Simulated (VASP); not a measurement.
# Bi (Pm-3n) in VASP: relaxation of cell and atoms with PBEsol

Aim: the relaxation of cell and atoms of Bi with PBEsol.

Everything below comes from runs of VASP 6.6.1. Logs are shortened: lines on timing, memory, paths and dates and some standing lists are left out, and cuts for length are marked.

### Step 1. The cell of the first run

The structure is cubic, space group Pm-3n (No. 223). Conventional cell: a = 6.286 Å, b = 6.286 Å, c = 6.286 Å, α = 90.00°, β = 90.00°, γ = 90.00°. Bi (site symmetry m-3) has 12 Bi at 3.51 Å within 4.6 Å. Bi (site symmetry -4m2) has 14 Bi at 3.14 to 3.85 Å within 4.1 Å.

### Step 2. Relaxation of cell and atoms, PBEsol

Input file INCAR:

```
SYSTEM = Bi
PREC     = Accurate       ! precision mode
ENCUT    = 600            ! plane-wave cutoff, eV
EDIFF    = 1E-7           ! SCF threshold, eV
ISMEAR   = 0              ! smearing method
SIGMA    = 0.1            ! smearing width, eV
LREAL    = .FALSE.        ! projectors in reciprocal space
LASPH    = .TRUE.         ! aspherical terms in the spheres
NELM     = 60             ! most SCF steps
ALGO     = Fast           ! electronic algorithm
ISIF     = 3              ! what is computed and relaxed
LWAVE    = .FALSE.        ! write WAVECAR
LCHARG   = .FALSE.        ! write CHGCAR
GGA      = PS             ! functional
IBRION   = 2              ! ionic algorithm
NSW      = 100            ! ionic steps
EDIFFG   = -0.01          ! ionic threshold
```

Input file KPOINTS:

```
Automatic mesh
0
G
  6 6 6
  0 0 0
```

Input file POSCAR:

```
Bi
1.0
    6.2863809709      0.0000000000      0.0000000000
    0.0000000000      6.2863809709      0.0000000000
    0.0000000000      0.0000000000      6.2863809709
Bi
8
Direct
    0.5000000000      0.5000000000      0.5000000000
    0.0000000000      0.0000000000      0.0000000000
    0.2500000000      0.0000000000      0.5000000000
    0.5000000000      0.2500000000      0.0000000000
    0.5000000000      0.7500000000      0.0000000000
    0.7500000000      0.0000000000      0.5000000000
    0.0000000000      0.5000000000      0.7500000000
    0.0000000000      0.5000000000      0.2500000000
```

Potentials or basis: VASP PAW PBE potentials, release 64 (Bi_d).

Run with:

```sh
$ cat potpaw_PBE.64/Bi_d/POTCAR > POTCAR
$ mpirun -np 1 vasp_std > vasp.out
```

OUTCAR:

```text
SYSTEM = Bi
   PREC = Accurate
   ENCUT = 600
   EDIFF = 1E-7
   ISMEAR = 0
   LREAL = .FALSE.
   LASPH = .TRUE.
   NELM = 60
   ISIF = 3
   GGA = PS
   IBRION = 2
   NSW = 100
   EDIFFG = -0.01

 ion  position               nearest neighbor table
   1  0.500  0.500  0.500-   3 3.51   4 3.51   5 3.51   6 3.51   7 3.51   8 3.51   4 3.51   5 3.51
                             3 3.51   6 3.51   7 3.51   8 3.51
   2  0.000  0.000  0.000-   3 3.51   4 3.51   5 3.51   6 3.51   7 3.51   8 3.51   3 3.51   6 3.51
                             7 3.51   8 3.51   4 3.51   5 3.51
   3  0.250  0.000  0.500-   6 3.14   6 3.14   1 3.51   2 3.51   1 3.51   2 3.51   8 3.85   5 3.85
                             4 3.85   5 3.85   4 3.85   7 3.85   8 3.85   7 3.85
   4  0.500  0.250  0.000-   5 3.14   5 3.14   1 3.51   1 3.51   2 3.51   2 3.51   8 3.85   3 3.85
                             3 3.85   6 3.85   6 3.85   7 3.85   7 3.85   8 3.85
   5  0.500  0.750  0.000-   4 3.14   4 3.14   1 3.51   1 3.51   2 3.51   2 3.51   8 3.85   3 3.85
                             3 3.85   6 3.85   6 3.85   7 3.85   7 3.85   8 3.85
   6  0.750  0.000  0.500-   3 3.14   3 3.14   1 3.51   2 3.51   1 3.51   2 3.51   8 3.85   4 3.85
                             4 3.85   5 3.85   5 3.85   7 3.85   8 3.85   7 3.85
   7  0.000  0.500  0.750-   8 3.14   8 3.14   1 3.51   2 3.51   2 3.51   1 3.51   3 3.85   4 3.85
                             5 3.85   3 3.85   6 3.85   6 3.85   4 3.85   5 3.85
   8  0.000  0.500  0.250-   7 3.14   7 3.14   1 3.51   2 3.51   2 3.51   1 3.51   3 3.85   4 3.85
                             5 3.85   3 3.85   6 3.85   6 3.85   4 3.85   5 3.85

  LATTYP: Found a simple cubic cell.
 ALAT       =     6.2863809709

  Lattice vectors:

 A1 = (   6.2863809709,   0.0000000000,   0.0000000000)
 A2 = (   0.0000000000,   6.2863809709,   0.0000000000)
 A3 = (   0.0000000000,   0.0000000000,   6.2863809709)

Analysis of symmetry for initial positions (statically):
=====================================================================
 Subroutine PRICEL returns:
 Original cell was already a primitive cell.

 Routine SETGRP: Setting up the symmetry group for a
 simple cubic supercell.

 Subroutine GETGRP returns: Found 48 space group operations
 (whereof 24 operations were pure point group operations)
 out of a pool of 48 trial point group operations.

The static configuration has the point symmetry T_h .
 The point group associated with its full space group is O_h .

Analysis of symmetry for dynamics (positions and initial velocities):
=====================================================================
 Subroutine PRICEL returns:
 Original cell was already a primitive cell.

 Routine SETGRP: Setting up the symmetry group for a
 simple cubic supercell.

 Subroutine GETGRP returns: Found 48 space group operations
 (whereof 24 operations were pure point group operations)
 out of a pool of 48 trial point group operations.

The dynamic configuration has the point symmetry T_h .
 The point group associated with its full space group is O_h .

 Subroutine INISYM returns: Found 48 space group operations
 (whereof 24 operations are pure point group operations),
 and found     1 'primitive' translations

----------------------------------------------------------------------------------------

                                     Primitive cell

  volume of cell :     248.4289

  direct lattice vectors                    reciprocal lattice vectors
     6.286380971  0.000000000  0.000000000     0.159074037  0.000000000  0.000000000
     0.000000000  6.286380971  0.000000000     0.000000000  0.159074037  0.000000000
     0.000000000  0.000000000  6.286380971     0.000000000  0.000000000  0.159074037

  length of vectors
     6.286380971  6.286380971  6.286380971     0.159074037  0.159074037  0.159074037

  position of ions in fractional coordinates (direct lattice)
     0.500000000  0.500000000  0.500000000
     0.000000000  0.000000000  0.000000000
     0.250000000  0.000000000  0.500000000
     0.500000000  0.250000000  0.000000000
     0.500000000  0.750000000  0.000000000
     0.750000000  0.000000000  0.500000000
     0.000000000  0.500000000  0.750000000
     0.000000000  0.500000000  0.250000000

  ion indices of the primitive-cell ions
   primitive index   ion index
                 1           1
                 2           2
                 3           3
                 4           4
                 5           5
                 6           6
                 7           7
                 8           8

----------------------------------------------------------------------------------------

 KPOINTS: Automatic mesh

Automatic generation of k-mesh.
 Grid dimensions read from file:
 generate k-points for:    6    6    6

 Generating k-lattice:

  Cartesian coordinates                     Fractional coordinates (reciprocal lattice)
     0.026512340  0.000000000  0.000000000     0.166666667  0.000000000  0.000000000
     0.000000000  0.026512340  0.000000000     0.000000000  0.166666667  0.000000000
     0.000000000  0.000000000  0.026512340     0.000000000  0.000000000  0.166666667

  Length of vectors
     0.026512340  0.026512340  0.026512340

  Shift w.r.t. Gamma in fractional coordinates (k-lattice)
     0.000000000  0.000000000  0.000000000

 Subroutine IBZKPT returns following result:
 ===========================================

 Found     20 irreducible k-points:

 Following reciprocal coordinates:
            Coordinates               Weight
  0.000000  0.000000  0.000000      1.000000
  0.166667  0.000000  0.000000      6.000000
  0.333333  0.000000  0.000000      6.000000
  0.500000  0.000000  0.000000      3.000000
  0.166667  0.166667  0.000000     12.000000
  0.333333  0.166667  0.000000     24.000000
[... 12 lines left out ...]
  0.500000  0.500000  0.333333      6.000000
  0.500000  0.500000  0.500000      1.000000
   k-points           NKPTS =     20   k-points in BZ     NKDIM =     20   number of bands    NBANDS=     72
   number of dos      NEDOS =    301   number of ions     NIONS =      8
   total plane-waves  NPLWV = 125000
   dimension x,y,z NGX =    50 NGY =   50 NGZ =   50
   dimension x,y,z NGXF=   100 NGYF=  100 NGZF=  100
   ions per type =               8
   NGX,Y,Z   is equivalent  to a cutoff of  13.22, 13.22, 13.22 a.u.
   NGXF,Y,Z  is equivalent  to a cutoff of  26.45, 26.45, 26.45 a.u.
 SYSTEM =  Bi
   PREC   = accura    normal or accurate (medium, high low for compatibility)
   ISTART =      0    job   : 0-new  1-cont  2-samecut
   ICHARG =      2    charge: 1-file 2-atom 10-const
   ISPIN  =      1    spin polarized calculation?
   LNONCOLLINEAR =      F non collinear calculations
   LSORBIT =      F    spin-orbit coupling
   LASPH  =      T    aspherical Exc in radial PAW
   ENCUT  =  600.0 eV  44.10 Ry    6.64 a.u.  12.56 12.56 12.56*2*pi/ulx,y,z
   NELM   =     60;   NELMIN=  2; NELMDL= -5     # of ELM steps
   EDIFF  = 0.1E-06   stopping-criterion for ELM
   LREAL  =      F    real-space projection
   EDIFFG = -.1E-01   stopping-criterion for IOM
   NSW    =    100    number of steps for IOM
   IBRION =      2    ionic relax: 0-MD 1-quasi-New 2-CG
   NFREE  =      1    steps in history (QN), initial steepest desc. (CG)
   ISIF   =      3    stress and relaxation
   ISYM   =      2    0-nonsym 1-usesym 2-fastsym
   POTIM  = 0.5000    time-step for ionic-motion
   TEBEG  =    0.0;   TEEND  =   0.0 temperature during run
   PSTRESS=    0.0 pullay stress
   NELECT =     120.0000    total number of electrons
   NUPDOWN=      -1.0000    fix difference up-down
   EMIN   =  10.00;   EMAX   =-10.00  energy-range for DOS
   EFERMI =   0.00;   METHOD = LEGACY
   ISMEAR =     0;   SIGMA  =   0.10  broadening in eV -4-tet -1-fermi 0-gaus
   EFERMI_NEDOS =   21; number of points for ismear=-14 and -15
   IALGO  =     68    algorithm
   IMIX   =      4    mixing-type and parameters
     AMIX     =   0.40;   BMIX     =  1.00
     AMIX_MAG =   1.60;   BMIX_MAG =  1.00
  volume/ion in A,a.u.               =      31.05       209.56
  Fermi-wavevector in a.u.,A,eV,Ry     =   1.284501  2.427355 22.448846  1.649944
  Thomas-Fermi vector in A             =   2.416691
   LORBIT       =      0    0 simple, 1 ext, 2 COOP (PROOUT), +10 PAW based schemes
   GGA     = PS    functional components
   LHFCALC =     F    Hartree Fock is set to
   AEXX    =    0.0000 exact exchange contribution
   IVDW    =     0    specifies the selected vdW correction
   LEPSILON=     F    determine dielectric tensor
   LRPA    =     F    only Hartree local field effects (RPA)
 conjugate gradient relaxation of ions
 non-spin polarized calculation
 RMM-DIIS sequential band-by-band and
 Gauss-broadening in eV      SIGMA  =   0.10
  energy-cutoff  :      600.00
  volume of cell :      248.43
 maximum number of plane-waves:      8340
   NGX = 25   NGY = 25   NGZ = 25

--------------------------------------- Ionic step        1  -------------------------------------------

 number of electron     120.0000081 magnetization

 Free energy of the ion-electron system (eV)
  ---------------------------------------------------
  ext. energy  EPLUGINS =         0.00000000
  ---------------------------------------------------
  free energy    TOTEN  =       -32.66297945 eV

  energy without entropy =      -32.62189918  energy(sigma->0) =      -32.64243932

------------------------ aborting loop because EDIFF is reached ----------------------------------------

  FORCE on cell =-STRESS in cart. coord.  units (eV):
  Direction    XX          YY          ZZ          XY          YZ          ZX
  --------------------------------------------------------------------------------------
  -------------------------------------------------------------------------------------
  Total       -0.6900719     -0.6900719     -0.6900719     -0.0000000      0.0000000      0.0000000
  in kB       -4.4504391     -4.4504391     -4.4504391     -0.0000000      0.0000000      0.0000000
  external PRESSURE =      -4.4504391 kB  Pullay stress =       0.0000000 kB
[... 69 lines left out ...]
  energy  without entropy=      -32.6233865091  energy(sigma->0) =      -32.64408614

--------------------------------------- Ionic step        3  -------------------------------------------

 number of electron     120.0000064 magnetization

 Free energy of the ion-electron system (eV)
  ---------------------------------------------------
  ext. energy  EPLUGINS =         0.00000000
  ---------------------------------------------------
  free energy    TOTEN  =       -32.66570442 eV

  energy without entropy =      -32.62441694  energy(sigma->0) =      -32.64506068

 E-fermi :   7.9437     XC(G=0): -10.4820

 val. band max:        7.9261974134   @ k =   0.5000   0.5000   0.3333
 cond. band min:       7.9684342213   @ k =   0.5000   0.5000   0.1667
 fundamental gap:      0.0422368079
 Fermi energy:         7.9437048366

 k-point     1 :       0.0000    0.0000    0.0000
  band No.  band energies     occupation
      1     -15.2286      2.00000
      2     -15.2227      2.00000
      3     -15.2227      2.00000
      4     -15.1129      2.00000
      5     -15.1129      2.00000
      6     -15.0884      2.00000
[... 1524 lines left out ...]
  FREE ENERGIE OF THE ION-ELECTRON SYSTEM (eV)
  ---------------------------------------------------
  free  energy   TOTEN  =       -32.6657044203 eV

  energy  without entropy=      -32.6244169423  energy(sigma->0) =      -32.64506068

 reached required accuracy - stopping structural energy minimisation
```

It took 35 min on 1 thread of Oxide Virtual Turin-like, shared host; peak memory 0.51 GiB.

Results:

* Free energy: -32.6657 eV
* Relaxed volume: 30.81 Å³/atom
* Relaxed cell: a = 6.270 Å, b = 6.270 Å, c = 6.270 Å, α = 90.00°, β = 90.00°, γ = 90.00°
* Space group after relaxing (to 0.1 Å): Pm-3n (No. 223)
* Energy gained by relaxing: 0.3 meV/atom
* Ionic steps: 3
* Pressure after relaxing: 0.0 GPa
* Band gap on the k mesh: zero (bands 60 and 61 overlap by 0.54 eV)

The path:
```csv
step,energy change (eV),largest force (eV/Å),pressure (GPa),volume (Å³)
1,0.0000,0.0000,-0.45,248.43
2,-0.0018,0.0000,0.27,245.34
3,-0.0027,0.0000,-0.02,246.47
```

Final structure:
```yaml
crystal:
  lattice:
    - [6.26982, 0.00000, 0.00000]
    - [0.00000, 6.26982, 0.00000]
    - [0.00000, 0.00000, 6.26982]
  atoms:
    - { symbol: Bi, position: [0.50000, 0.50000, 0.50000] }
    - { symbol: Bi, position: [0.00000, 0.00000, 0.00000] }
    - { symbol: Bi, position: [0.25000, 0.00000, 0.50000] }
    - { symbol: Bi, position: [0.50000, 0.25000, 0.00000] }
    - { symbol: Bi, position: [0.50000, 0.75000, 0.00000] }
    - { symbol: Bi, position: [0.75000, 0.00000, 0.50000] }
    - { symbol: Bi, position: [0.00000, 0.50000, 0.75000] }
    - { symbol: Bi, position: [0.00000, 0.50000, 0.25000] }
```

Levels at points of the mesh, in eV from the Fermi level:
| k point | band 56 | band 57 | band 58 | band 59 | band 60 | band 61 | band 62 | band 63 | band 64 | band 65 |
| --- | --- | --- | --- | --- | --- | --- | --- | --- | --- | --- |
| (0.00, 0.00, 0.00) | -2.64 | -2.40 | -1.38 | -1.38 | -1.38 | 0.86 | 0.86 | 0.86 | 1.32 | 1.32 |
| (0.50, 0.00, 0.00) | -2.03 | -1.04 | -1.04 | -0.53 | -0.53 | 0.11 | 0.11 | 0.94 | 0.94 | 1.36 |
| (0.50, 0.50, 0.00) | -1.77 | -1.18 | -1.18 | -0.60 | -0.09 | -0.05 | 0.59 | 1.18 | 1.18 | 1.54 |
| (0.50, 0.50, 0.50) | -2.00 | 0.28 | 0.28 | 0.28 | 0.28 | 0.28 | 0.28 | 0.31 | 0.31 | 0.31 |

Caveat: the PAW data sets were made with another functional, which shifts forces and pressure a little; spin-orbit coupling is left out, which moves the levels of the heavy elements.

The gap in the log of VASP goes by the Fermi energy; the results here count the filled bands.